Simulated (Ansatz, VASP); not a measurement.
# SnO in VASP and in Ansatz

```
CELL_PARAMETERS angstrom
3.82015 0.00030 0.00000
-0.00031 3.82015 0.00000
0.00000 0.00000 22.22607
ATOMIC_POSITIONS crystal
Sn 0.99995 0.99995 0.20246
Sn 0.49995 0.49995 0.30878
Sn 0.49995 0.49995 0.46626
Sn 0.99995 0.99995 0.57257
O 0.99995 0.49995 0.25562
O 0.49995 0.99995 0.25562
O 0.49994 0.99994 0.51941
O 0.99994 0.49994 0.51941
```

Alike in both runs: task single point; functional PBE; dispersion D3(BJ); k mesh 7 × 7 × 1; occupations gaussian, width 0.05 eV; no spin polarisation.

```csv
,VASP,Ansatz
version,VASP 6.6.1,Ansatz 0.2.0
potentials or method,"VASP PAW PBE potentials, release 64 (Sn_d, O), cutoff 520 eV","scalar-relativistic, plane waves, PAW"
valence electrons in the cell,80,80
```

Ansatz gave:

- gap on the k mesh at the Fermi level (eV): 1.58
- least direct gap on the mesh (eV): 1.74
- rms of the force components (eV/Å): 0.225

Task: What did VASP give for the same quantities?

Result: gap on the k mesh at the Fermi level (eV): 1.58; least direct gap on the mesh (eV): 1.73; rms of the force components (eV/Å): 0.198.

Ansatz's warnings: structure snapped to symmetry.
